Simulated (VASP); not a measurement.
# As (Pa-3) in VASP: further runs

Runs on As. Level: PBE. Tasks: single point, relaxation of cell and atoms.

Everything below comes from runs of VASP 6.6.1. Logs are shortened: lines on timing, memory, paths and dates and some standing lists are left out, and cuts for length are marked.

**1. The cell of the first run**

It takes space group Pa-3 (No. 205, cubic). Conventional cell: a = 6.464 Å, b = 6.464 Å, c = 6.464 Å, α = 90.00°, β = 90.00°, γ = 90.00°. Within 3.6 Å of As (site symmetry -3) lie 6 As at 2.72 Å. Within 3.2 Å of As (site symmetry 3) lie 4 As at 2.41 to 2.72 Å.

**2. Single point, PBE**

Input file INCAR:

```
PREC = Accurate
ENCUT = 520
EDIFF = 1E-6
ISMEAR = 0
SIGMA = 0.1
LREAL = F
LASPH = T
NELM = 60
ALGO = Normal
ISIF = 2
LWAVE = F
LCHARG = T
GGA = PE
LELF = T
LVHAR = T
NBANDS = 42
```

Input file KPOINTS:

```
Automatic mesh
0
Gamma
  4 4 4
```

Input file POSCAR:

```
As
1.0
    6.4640645308      0.0000000000      0.0000000000
    0.0000000000      6.4640645308      0.0000000000
    0.0000000000      0.0000000000      6.4640645308
As
12
Direct
    0.0000000000      0.0000000000      0.0000000000
    0.5000000000      0.0000000000      0.5000000000
    0.5000000000      0.5000000000      0.0000000000
    0.0000000000      0.5000000000      0.5000000000
    0.6075860878      0.8924139122      0.1075860878
    0.8924139122      0.1075860878      0.6075860878
    0.1075860878      0.6075860878      0.8924139122
    0.3924139122      0.3924139122      0.3924139122
    0.6075860878      0.6075860878      0.6075860878
    0.8924139122      0.3924139122      0.1075860878
    0.1075860878      0.8924139122      0.3924139122
    0.3924139122      0.1075860878      0.8924139122
```

Potentials or basis: VASP PAW PBE potentials, release 64 (As).

Launch:

```console
> cat potpaw_PBE.64/As/POTCAR > POTCAR
> mpirun -np 1 vasp_std > vasp.out
```

OUTCAR:

```text
PREC = Accurate
   ENCUT = 520
   EDIFF = 1E-6
   ISMEAR = 0
   LREAL = F
   LASPH = T
   NELM = 60
   ISIF = 2
   GGA = PE

 ion  position               nearest neighbor table
   1  0.000  0.000  0.000-   5 2.72   6 2.72   7 2.72  10 2.72  11 2.72  12 2.72
   2  0.500  0.000  0.500-   5 2.72   6 2.72   8 2.72   9 2.72  11 2.72  12 2.72
   3  0.500  0.500  0.000-   5 2.72   7 2.72   8 2.72   9 2.72  10 2.72  12 2.72
   4  0.000  0.500  0.500-   6 2.72   7 2.72   8 2.72   9 2.72  10 2.72  11 2.72
   5  0.608  0.892  0.108-  12 2.41   2 2.72   3 2.72   1 2.72
   6  0.892  0.108  0.608-  11 2.41   2 2.72   4 2.72   1 2.72
   7  0.108  0.608  0.892-  10 2.41   3 2.72   4 2.72   1 2.72
   8  0.392  0.392  0.392-   9 2.41   3 2.72   4 2.72   2 2.72
   9  0.608  0.608  0.608-   8 2.41   3 2.72   4 2.72   2 2.72
  10  0.892  0.392  0.108-   7 2.41   3 2.72   4 2.72   1 2.72
  11  0.108  0.892  0.392-   6 2.41   2 2.72   4 2.72   1 2.72
  12  0.392  0.108  0.892-   5 2.41   2 2.72   3 2.72   1 2.72

  LATTYP: Found a simple cubic cell.
 ALAT       =     6.4640645308

  Lattice vectors:

 A1 = (   6.4640645308,   0.0000000000,   0.0000000000)
 A2 = (   0.0000000000,   6.4640645308,   0.0000000000)
 A3 = (   0.0000000000,   0.0000000000,   6.4640645308)

Analysis of symmetry for initial positions (statically):
=====================================================================
 Subroutine PRICEL returns:
 Original cell was already a primitive cell.

 Routine SETGRP: Setting up the symmetry group for a
 simple cubic supercell.

 Subroutine GETGRP returns: Found 24 space group operations
 (whereof  6 operations were pure point group operations)
 out of a pool of 48 trial point group operations.

The static configuration has the point symmetry S_6 .
 The point group associated with its full space group is T_h .

Analysis of symmetry for dynamics (positions and initial velocities):
=====================================================================
 Subroutine PRICEL returns:
 Original cell was already a primitive cell.

 Routine SETGRP: Setting up the symmetry group for a
 simple cubic supercell.

 Subroutine GETGRP returns: Found 24 space group operations
 (whereof  6 operations were pure point group operations)
 out of a pool of 48 trial point group operations.

The dynamic configuration has the point symmetry S_6 .
 The point group associated with its full space group is T_h .

 Subroutine INISYM returns: Found 24 space group operations
 (whereof  6 operations are pure point group operations),
 and found     1 'primitive' translations

----------------------------------------------------------------------------------------

                                     Primitive cell

  volume of cell :     270.0953

  direct lattice vectors                    reciprocal lattice vectors
     6.464064531  0.000000000  0.000000000     0.154701426  0.000000000  0.000000000
     0.000000000  6.464064531  0.000000000     0.000000000  0.154701426  0.000000000
     0.000000000  0.000000000  6.464064531     0.000000000  0.000000000  0.154701426

  length of vectors
     6.464064531  6.464064531  6.464064531     0.154701426  0.154701426  0.154701426

  position of ions in fractional coordinates (direct lattice)
     0.000000000  0.000000000  0.000000000
     0.500000000  0.000000000  0.500000000
     0.500000000  0.500000000  0.000000000
     0.000000000  0.500000000  0.500000000
     0.607586088  0.892413912  0.107586088
     0.892413912  0.107586088  0.607586088
     0.107586088  0.607586088  0.892413912
     0.392413912  0.392413912  0.392413912
     0.607586088  0.607586088  0.607586088
     0.892413912  0.392413912  0.107586088
     0.107586088  0.892413912  0.392413912
     0.392413912  0.107586088  0.892413912

  ion indices of the primitive-cell ions
   primitive index   ion index
                 1           1
                 2           2
                 3           3
                 4           4
                 5           5
                 6           6
                 7           7
                 8           8
                 9           9
                10          10
                11          11
                12          12

----------------------------------------------------------------------------------------

 KPOINTS: Automatic mesh

Automatic generation of k-mesh.
 Grid dimensions read from file:
 generate k-points for:    4    4    4

 Generating k-lattice:

  Cartesian coordinates                     Fractional coordinates (reciprocal lattice)
     0.038675356  0.000000000  0.000000000     0.250000000  0.000000000  0.000000000
     0.000000000  0.038675356  0.000000000     0.000000000  0.250000000  0.000000000
     0.000000000  0.000000000  0.038675356     0.000000000  0.000000000  0.250000000

  Length of vectors
     0.038675356  0.038675356  0.038675356

  Shift w.r.t. Gamma in fractional coordinates (k-lattice)
     0.000000000  0.000000000  0.000000000

 Subroutine IBZKPT returns following result:
 ===========================================

 Found     11 irreducible k-points:

 Following reciprocal coordinates:
            Coordinates               Weight
  0.000000  0.000000  0.000000      1.000000
  0.250000  0.000000  0.000000      6.000000
  0.500000  0.000000  0.000000      3.000000
  0.250000  0.250000  0.000000     12.000000
  0.500000  0.250000  0.000000      6.000000
 -0.250000  0.500000  0.000000      6.000000
  0.500000  0.500000  0.000000      3.000000
  0.250000  0.250000  0.250000      8.000000
  0.500000  0.250000  0.250000     12.000000
  0.500000  0.500000  0.250000      6.000000
  0.500000  0.500000  0.500000      1.000000
   k-points           NKPTS =     11   k-points in BZ     NKDIM =     11   number of bands    NBANDS=     42
   number of dos      NEDOS =    301   number of ions     NIONS =     12
   total plane-waves  NPLWV = 110592
   dimension x,y,z NGX =    48 NGY =   48 NGZ =   48
   dimension x,y,z NGXF=    96 NGYF=   96 NGZF=   96
   ions per type =              12
   NGX,Y,Z   is equivalent  to a cutoff of  12.34, 12.34, 12.34 a.u.
   NGXF,Y,Z  is equivalent  to a cutoff of  24.69, 24.69, 24.69 a.u.
 SYSTEM =  unknown system
   PREC   = accura    normal or accurate (medium, high low for compatibility)
   ISTART =      0    job   : 0-new  1-cont  2-samecut
   ICHARG =      2    charge: 1-file 2-atom 10-const
   ISPIN  =      1    spin polarized calculation?
   LNONCOLLINEAR =      F non collinear calculations
   LSORBIT =      F    spin-orbit coupling
   LASPH  =      T    aspherical Exc in radial PAW
   ENCUT  =  520.0 eV  38.22 Ry    6.18 a.u.  12.02 12.02 12.02*2*pi/ulx,y,z
   NELM   =     60;   NELMIN=  2; NELMDL= -5     # of ELM steps
   EDIFF  = 0.1E-05   stopping-criterion for ELM
   LREAL  =      F    real-space projection
   EDIFFG = 0.1E-04   stopping-criterion for IOM
   NSW    =      0    number of steps for IOM
   IBRION =     -1    ionic relax: 0-MD 1-quasi-New 2-CG
   NFREE  =      0    steps in history (QN), initial steepest desc. (CG)
   ISIF   =      2    stress and relaxation
   ISYM   =      2    0-nonsym 1-usesym 2-fastsym
   POTIM  = 0.5000    time-step for ionic-motion
   TEBEG  =    0.0;   TEEND  =   0.0 temperature during run
   PSTRESS=    0.0 pullay stress
   NELECT =      60.0000    total number of electrons
   NUPDOWN=      -1.0000    fix difference up-down
   EMIN   =  10.00;   EMAX   =-10.00  energy-range for DOS
   EFERMI =   0.00;   METHOD = LEGACY
   ISMEAR =     0;   SIGMA  =   0.10  broadening in eV -4-tet -1-fermi 0-gaus
   EFERMI_NEDOS =   21; number of points for ismear=-14 and -15
   IALGO  =     38    algorithm
   IMIX   =      4    mixing-type and parameters
     AMIX     =   0.40;   BMIX     =  1.00
     AMIX_MAG =   1.60;   BMIX_MAG =  1.00
  volume/ion in A,a.u.               =      22.51       151.89
  Fermi-wavevector in a.u.,A,eV,Ry     =   0.991485  1.873635 13.375110  0.983043
  Thomas-Fermi vector in A             =   2.123230
   LORBIT       =      0    0 simple, 1 ext, 2 COOP (PROOUT), +10 PAW based schemes
   GGA     = PE    functional components
   LHFCALC =     F    Hartree Fock is set to
   AEXX    =    0.0000 exact exchange contribution
   IVDW    =     0    specifies the selected vdW correction
   LEPSILON=     F    determine dielectric tensor
   LRPA    =     F    only Hartree local field effects (RPA)
 non-spin polarized calculation
 Gauss-broadening in eV      SIGMA  =   0.10
  energy-cutoff  :      520.00
  volume of cell :      270.10
 maximum number of plane-waves:      7312
   NGX = 25   NGY = 25   NGZ = 25

 number of electron      59.9999994 magnetization

 Free energy of the ion-electron system (eV)
  ---------------------------------------------------
  ext. energy  EPLUGINS =         0.00000000
  ---------------------------------------------------
  free energy    TOTEN  =       -54.17233079 eV

  energy without entropy =      -54.13108840  energy(sigma->0) =      -54.15170959

 E-fermi :   4.6454     XC(G=0):  -9.7781

 val. band max:        4.5784445822   @ k =   0.2500   0.2500   0.0000
 cond. band min:       4.6734786374   @ k =   0.2500   0.0000   0.0000
 fundamental gap:      0.0950340553
 Fermi energy:         4.6453591002

 k-point     1 :       0.0000    0.0000    0.0000
  band No.  band energies     occupation
      1      -9.6538      2.00000
      2      -7.6854      2.00000
      3      -7.6854      2.00000
      4      -7.6854      2.00000
      5      -5.6715      2.00000
      6      -5.6715      2.00000
[... 34 lines left out ...]
     41       8.2904      0.00000
     42       8.2904      0.00000
[... 409 lines left out ...]
      2      -7.5696      2.00000
      3      -7.5696      2.00000
      4      -7.5696      2.00000
      5      -7.5268      2.00000
      6      -7.5268      2.00000
[... 34 lines left out ...]
     41       9.2251      0.00000
     42       9.2256      0.00000

------------------------ aborting loop because EDIFF is reached ----------------------------------------

  FORCE on cell =-STRESS in cart. coord.  units (eV):
  Direction    XX          YY          ZZ          XY          YZ          ZX
  --------------------------------------------------------------------------------------
  -------------------------------------------------------------------------------------
  Total        0.5732478      0.5732478      0.5732478      0.0000000      0.0000000      0.0000000
  in kB        3.4004464      3.4004464      3.4004464      0.0000000      0.0000000      0.0000000
  external PRESSURE =       3.4004464 kB  Pullay stress =       0.0000000 kB

 VOLUME and BASIS-vectors are now :
 -----------------------------------------------------------------------------
  energy-cutoff  :      520.00
  volume of cell :      270.10
      direct lattice vectors                 reciprocal lattice vectors
     6.464064531  0.000000000  0.000000000     0.154701426  0.000000000  0.000000000
     0.000000000  6.464064531  0.000000000     0.000000000  0.154701426  0.000000000
     0.000000000  0.000000000  6.464064531     0.000000000  0.000000000  0.154701426

 POSITION                                       TOTAL-FORCE (eV/Angst)
 -----------------------------------------------------------------------------------
      0.00000      0.00000      0.00000         0.000000     -0.000000      0.000000
      3.23203      0.00000      3.23203         0.000000     -0.000000      0.000000
      3.23203      3.23203      0.00000         0.000000     -0.000000      0.000000
      0.00000      3.23203      3.23203         0.000000     -0.000000      0.000000
      3.92748      5.76862      0.69544         0.021783     -0.021783      0.021783
      5.76862      0.69544      3.92748        -0.021783      0.021783      0.021783
      0.69544      3.92748      5.76862         0.021783      0.021783     -0.021783
      2.53659      2.53659      2.53659        -0.021783     -0.021783     -0.021783
      3.92748      3.92748      3.92748         0.021783      0.021783      0.021783
      5.76862      2.53659      0.69544        -0.021783     -0.021783      0.021783
      0.69544      5.76862      2.53659         0.021783     -0.021783     -0.021783
      2.53659      0.69544      5.76862        -0.021783      0.021783     -0.021783
 -----------------------------------------------------------------------------------
    total drift:                                0.000000      0.000000      0.000000

  FREE ENERGIE OF THE ION-ELECTRON SYSTEM (eV)
  ---------------------------------------------------
  free  energy   TOTEN  =       -54.1723307858 eV

  energy  without entropy=      -54.1310884027  energy(sigma->0) =      -54.15170959
```

It took 58 s on 1 thread of Intel Xeon Platinum 8559C (Emerald Rapids), shared host; peak memory 0.35 GiB.

What came out:

- Free energy: -54.1723 eV
- Pressure: 0.3 GPa
- Largest force: 0.038 eV/Å
- Band gap on the k mesh: zero (band 30 reaches 5.48 eV, above the bottom of band 31 at 3.21 eV)

Forces in eV/Å, atoms in the order of the input:
```
As   0.000  0.000  0.000
As   0.000  0.000  0.000
As   0.000  0.000  0.000
As   0.000  0.000  0.000
As   0.022 -0.022  0.022
As  -0.022  0.022  0.022
As   0.022  0.022 -0.022
As  -0.022 -0.022 -0.022
As   0.022  0.022  0.022
As  -0.022 -0.022  0.022
As   0.022 -0.022 -0.022
As  -0.022  0.022 -0.022
```

[end of part 1 of 3]
